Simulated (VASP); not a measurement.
# C in VASP: notebook

The runs below take C through single point, with PBE+D3(BJ).

Everything below comes from runs of VASP 6.6.1. Logs are shortened: lines on timing, memory, paths and dates and some standing lists are left out, and cuts for length are marked.

## (1) The cell of the first run

The cell holds a disordered packing, 22 atoms: a = 6.091 Å, b = 5.911 Å, c = 6.009 Å, α = 91.47°, β = 90.43°, γ = 87.77°.

## (2) Single point, PBE+D3(BJ)

The input, INCAR:

```
PREC = Accurate ; ENCUT = 520
EDIFF = 1E-6 ; ISMEAR = 0
SIGMA = 0.1 ; LREAL = Auto
LASPH = True ; NELM = 80
ALGO = Normal ; ISIF = 2
LWAVE = False ; LCHARG = False
GGA = PE ; IVDW = 12
ISYM = 0 ; NBANDS = 61
```

The input, KPOINTS:

```
Automatic mesh
0
Gamma
  4 4 4
```

The input, POSCAR:

```
C
1.0
    6.0901985105      0.1165916670     -0.0186935442
    0.1167441172      5.9090077410     -0.0743466492
   -0.0247613825     -0.0785544458      6.0079725098
C
22
Direct
    0.7987506966      0.5002479667      0.0079386237
    0.0642420563      0.6970925470      0.3540798501
    0.9718050199      0.7957500540      0.5702094075
    0.3667020711      0.4188525669      0.2113502947
    0.4652750509      0.1882997111      0.2534763749
    0.8076919161      0.2283186215      0.0057414126
    0.2037110493      0.3573133496      0.5843048167
    0.4283675074      0.6430626027      0.3244822084
    0.8445289973      0.6621747768      0.2120370149
    0.2904910305      0.0481807980      0.3334456907
    0.2842867624      0.4365218084      0.9950309846
    0.0232217417      0.0042275077      0.6612535431
    0.7626102982      0.6902641696      0.6184896563
    0.2328840920      0.5059404981      0.4050849849
    0.1628409114      0.1380327563      0.5216820666
    0.7457323011      0.5952330184      0.8149644356
    0.9132656082      0.1089418365      0.8481987050
    0.2617064653      0.8242345246      0.2805352427
    0.6514107833      0.7057098115      0.3914672876
    0.7248394929      0.8791595094      0.2330847870
    0.6691370115      0.0996236600      0.1717972995
    0.2271558093      0.4222115774      0.8020304559
```

Potentials or basis: VASP PAW PBE potentials, release 64 (C).

Started as:

```console
cat potpaw_PBE.64/C/POTCAR > POTCAR
mpirun -np 1 vasp_std > vasp.out
```

OUTCAR:

```text
PREC = Accurate
   ENCUT = 520
   EDIFF = 1E-6
   ISMEAR = 0
   LREAL = Auto
   LASPH = True
   NELM = 80
   ISIF = 2
   GGA = PE
   IVDW = 12
   ISYM = 0
 IVDW          = 12

 ion  position               nearest neighbor table
   1  0.799  0.500  0.008-  16 1.33   9 1.57   6 1.61
   2  0.064  0.697  0.354-   3 1.51  18 1.52  14 1.53   9 1.60
   3  0.972  0.796  0.570-  12 1.38  13 1.47   2 1.51
   4  0.367  0.419  0.211-  11 1.39   5 1.49  14 1.50   8 1.53
   5  0.465  0.188  0.253-  21 1.42  10 1.47   4 1.49
   6  0.808  0.228  0.006-  17 1.32  21 1.55   1 1.61
   7  0.204  0.357  0.584-  22 1.36  15 1.37  14 1.42
   8  0.428  0.643  0.324-  19 1.47  18 1.47   4 1.53  14 1.55
   9  0.845  0.662  0.212-  20 1.45   1 1.57   2 1.60  19 1.61
  10  0.290  0.048  0.333-  18 1.37  15 1.45   5 1.47
  11  0.284  0.437  0.995-  22 1.21   4 1.39
  12  0.023  0.004  0.661-   3 1.38  17 1.43  15 1.47
  13  0.763  0.690  0.618-  16 1.33   3 1.47  19 1.52
  14  0.233  0.506  0.405-   7 1.42   4 1.50   2 1.53   8 1.55  18 2.06
  15  0.163  0.138  0.522-   7 1.37  10 1.45  12 1.47
  16  0.746  0.595  0.815-  13 1.33   1 1.33
  17  0.913  0.109  0.848-   6 1.32  12 1.43
  18  0.262  0.824  0.281-  10 1.37   8 1.47   2 1.52  14 2.06
  19  0.651  0.706  0.391-   8 1.47  20 1.50  13 1.52   9 1.61
  20  0.725  0.879  0.233-  21 1.39   9 1.45  19 1.50
  21  0.669  0.100  0.172-  20 1.39   5 1.42   6 1.55
  22  0.227  0.422  0.802-  11 1.21   7 1.36

IMPORTANT INFORMATION: All symmetrisations will be switched off!
NOSYMM: (Re-)initialisation of all symmetry stuff for point group C_1.

----------------------------------------------------------------------------------------

                                     Primitive cell

  volume of cell :     216.0894

  direct lattice vectors                    reciprocal lattice vectors
     6.090198510  0.116591667 -0.018693544     0.164262184 -0.003237339  0.000634665
     0.116744117  5.909007741 -0.074346649    -0.003234824  0.169324749  0.002200595
    -0.024761383 -0.078554446  6.007972510     0.000471065  0.002085264  0.166474708

  length of vectors
     6.091343116  5.910628486  6.008537060     0.164295308  0.169369942  0.166488434

  position of ions in fractional coordinates (direct lattice)
     0.798750697  0.500247967  0.007938624
     0.064242056  0.697092547  0.354079850
     0.971805020  0.795750054  0.570209408
     0.366702071  0.418852567  0.211350295
     0.465275051  0.188299711  0.253476375
     0.807691916  0.228318622  0.005741413
[... 14 lines left out ...]
     0.669137011  0.099623660  0.171797299
     0.227155809  0.422211577  0.802030456

  ion indices of the primitive-cell ions
   primitive index   ion index
                 1           1
                 2           2
                 3           3
[... 101 lines left out ...]
   PSTRESS=    0.0 pullay stress
   NELECT =      88.0000    total number of electrons
   NUPDOWN=      -1.0000    fix difference up-down
   EMIN   =  10.00;   EMAX   =-10.00  energy-range for DOS
   EFERMI =   0.00;   METHOD = LEGACY
   ISMEAR =     0;   SIGMA  =   0.10  broadening in eV -4-tet -1-fermi 0-gaus
   EFERMI_NEDOS =   21; number of points for ismear=-14 and -15
   IALGO  =     38    algorithm
   IMIX   =      4    mixing-type and parameters
     AMIX     =   0.40;   BMIX     =  1.00
     AMIX_MAG =   1.60;   BMIX_MAG =  1.00
  volume/ion in A,a.u.               =       9.82        66.28
  Fermi-wavevector in a.u.,A,eV,Ry     =   1.213458  2.293102 20.034295  1.472479
  Thomas-Fermi vector in A             =   2.348909
   LORBIT       =      0    0 simple, 1 ext, 2 COOP (PROOUT), +10 PAW based schemes
   GGA     = PE    functional components
   LHFCALC =     F    Hartree Fock is set to
   AEXX    =    0.0000 exact exchange contribution
   IVDW    =    12    specifies the selected vdW correction
   LEPSILON=     F    determine dielectric tensor
   LRPA    =     F    only Hartree local field effects (RPA)
 non-spin polarized calculation
 Gauss-broadening in eV      SIGMA  =   0.10
  energy-cutoff  :      520.00
  volume of cell :      216.09
 maximum number of plane-waves:      5842
 NGX is ok and might be reduce to    48
   NGX = 23   NGY = 21   NGZ = 23

 number of electron      87.9999998 magnetization

 Free energy of the ion-electron system (eV)
  ---------------------------------------------------
  ext. energy  EPLUGINS =         0.00000000
  ---------------------------------------------------
  free energy    TOTEN  =      -183.03565986 eV

  energy without entropy =     -183.01708880  energy(sigma->0) =     -183.02637433

 E-fermi :   3.7638     XC(G=0):  -9.6687

 val. band max:        3.7552234231   @ k =   0.2500   0.2500   0.2500
 cond. band min:       3.7686016200   @ k =   0.5000  -0.0000   0.0000
 fundamental gap:      0.0133781969
 Fermi energy:         3.7638319203

 k-point     1 :       0.0000    0.0000    0.0000
  band No.  band energies     occupation
      1     -16.8031      2.00000
      2     -15.1644      2.00000
      3     -14.0056      2.00000
      4     -13.4917      2.00000
      5     -12.7346      2.00000
      6     -12.4999      2.00000
[... 1405 lines left out ...]
     55       9.3609      0.00000
     56       9.5191      0.00000

 [... further k-points ...]

 [bands above 56 left out]

------------------------ aborting loop because EDIFF is reached ----------------------------------------

 Edisp (eV)   -2.99034

 E8    (eV) :    -0.8549

  FORCE on cell =-STRESS in cart. coord.  units (eV):
  Direction    XX          YY          ZZ          XY          YZ          ZX
  --------------------------------------------------------------------------------------
  -------------------------------------------------------------------------------------
  Total       0.33082     0.46833     0.31638     0.00893     0.00348    -0.13379
  in kB       2.45287     3.47241     2.34580     0.06624     0.02583    -0.99196
  external pressure =        2.76 kB  Pullay stress =        0.00 kB

 VOLUME and BASIS-vectors are now :
 -----------------------------------------------------------------------------
  energy-cutoff  :      520.00
  volume of cell :      216.09
      direct lattice vectors                 reciprocal lattice vectors
     6.090198510  0.116591667 -0.018693544     0.164262184 -0.003237339  0.000634665
     0.116744117  5.909007741 -0.074346649    -0.003234824  0.169324749  0.002200595
    -0.024761383 -0.078554446  6.007972510     0.000471065  0.002085264  0.166474708

 POSITION                                       TOTAL-FORCE (eV/Angst)
 -----------------------------------------------------------------------------------
      4.92275      3.04847     -0.00443        -0.006575     -0.016120      0.029393
      0.46386      4.09880      2.07427        -0.028976     -0.009305     -0.010193
      5.99727      4.77061      3.34847         0.019725     -0.016433     -0.006892
      2.27695      2.50115      1.23179        -0.002857     -0.005565     -0.036235
      2.84932      1.14700      1.50018         0.002468      0.004810      0.001329
      4.94552      1.44286      0.00242        -0.001430      0.027586      0.021935
[... 14 lines left out ...]
      4.08255      0.65320      1.01224         0.009462     -0.008424     -0.003497
      1.41286      2.45833      4.78294        -0.029900      0.011047     -0.033803
 -----------------------------------------------------------------------------------
    total drift:                                0.008895      0.001990      0.001427

  FREE ENERGIE OF THE ION-ELECTRON SYSTEM (eV)
  ---------------------------------------------------
  free  energy   TOTEN  =      -186.0259998830 eV

  energy  without entropy=     -186.0074288238  energy(sigma->0) =     -186.01671435
```

OSZICAR:

```text
N       E                     dE             d eps       ncg     rms          rms(c)
DAV:   1     0.383770882918E+03    0.38377E+03   -0.44283E+04  4392   0.133E+03
DAV:   2    -0.157936062693E+03   -0.54171E+03   -0.52081E+03  5471   0.286E+02
DAV:   3    -0.194367096141E+03   -0.36431E+02   -0.35862E+02  5392   0.732E+01
DAV:   4    -0.195247976245E+03   -0.88088E+00   -0.87724E+00  5776   0.121E+01
DAV:   5    -0.195274838044E+03   -0.26862E-01   -0.26841E-01  5760   0.199E+00    0.203E+01
DAV:   6    -0.186163994509E+03    0.91108E+01   -0.19615E+01  5000   0.132E+01    0.129E+01
DAV:   7    -0.184903709505E+03    0.12603E+01   -0.30003E+01  5424   0.126E+01    0.932E+00
DAV:   8    -0.183221601538E+03    0.16821E+01   -0.44958E+00  5096   0.779E+00    0.475E+00
DAV:   9    -0.183122492511E+03    0.99109E-01   -0.48393E+00  5264   0.467E+00    0.326E+00
DAV:  10    -0.183058786967E+03    0.63706E-01   -0.20566E+00  5344   0.295E+00    0.166E+00
DAV:  11    -0.183034553230E+03    0.24234E-01   -0.33862E-01  5120   0.106E+00    0.408E-01
DAV:  12    -0.183034959551E+03   -0.40632E-03   -0.18593E-02  4912   0.416E-01    0.175E-01
DAV:  13    -0.183035571724E+03   -0.61217E-03   -0.46305E-03  5152   0.186E-01    0.125E-01
DAV:  14    -0.183035589118E+03   -0.17394E-04   -0.13562E-03  5112   0.924E-02    0.327E-02
DAV:  15    -0.183035650690E+03   -0.61572E-04   -0.14468E-04  4848   0.486E-02    0.123E-02
DAV:  16    -0.183035657524E+03   -0.68338E-05   -0.94285E-06  5512   0.136E-02    0.804E-03
DAV:  17    -0.183035659948E+03   -0.24240E-05   -0.74891E-06  4280   0.104E-02    0.437E-03
DAV:  18    -0.183035659858E+03    0.89982E-07   -0.28893E-06  3520   0.409E-03
   1 F= -.18602600E+03 E0= -.18601671E+03  d E =-.185711E-01
```

stdout:

```text
POSCAR found type information on POSCAR C
 POSCAR found :  1 types and      22 ions
 scaLAPACK will be used
 LDA part: xc-table for (Slater+PW92), standard interpolation
 POSCAR, INCAR and KPOINTS ok, starting setup
 FFT: planning ... GRIDC
 FFT: planning ... GRID_SOFT
 FFT: planning ... GRID
 WAVECAR not read
 entering main loop
```

Wall time 6.5 min (1 thread of Intel Xeon 6975P-C (Granite Rapids), shared host); peak memory 0.47 GiB.

What came out:

```
Free energy                : -186.0260 eV
Pressure                   : 0.3 GPa
Largest force              : 0.061 eV/Å
Band gap on the k mesh     : zero (bands 44 and 45 overlap by 0.01 eV)
Dispersion energy per atom : -0.136 eV
```

Forces on the atoms (eV/Å):
```
C   -0.007 -0.016  0.029
C   -0.029 -0.009 -0.010
C    0.020 -0.016 -0.007
C   -0.003 -0.006 -0.036
C    0.002  0.005  0.001
C   -0.001  0.028  0.022
C    0.013  0.023  0.033
C    0.052  0.024  0.001
C    0.032 -0.041 -0.032
C   -0.003  0.008 -0.017
C    0.039 -0.014  0.041
C   -0.004 -0.004  0.030
C   -0.023  0.001  0.009
C   -0.038 -0.016  0.018
C   -0.010 -0.009 -0.006
C   -0.004 -0.001 -0.030
C    0.006 -0.002 -0.023
C    0.000  0.014 -0.015
C   -0.027 -0.017  0.046
C    0.003  0.047 -0.017
C    0.009 -0.008 -0.003
C   -0.030  0.011 -0.034
```

Caveat: the atoms stand as in a frame of molecular dynamics.

(Continued in part 2 of 2.)
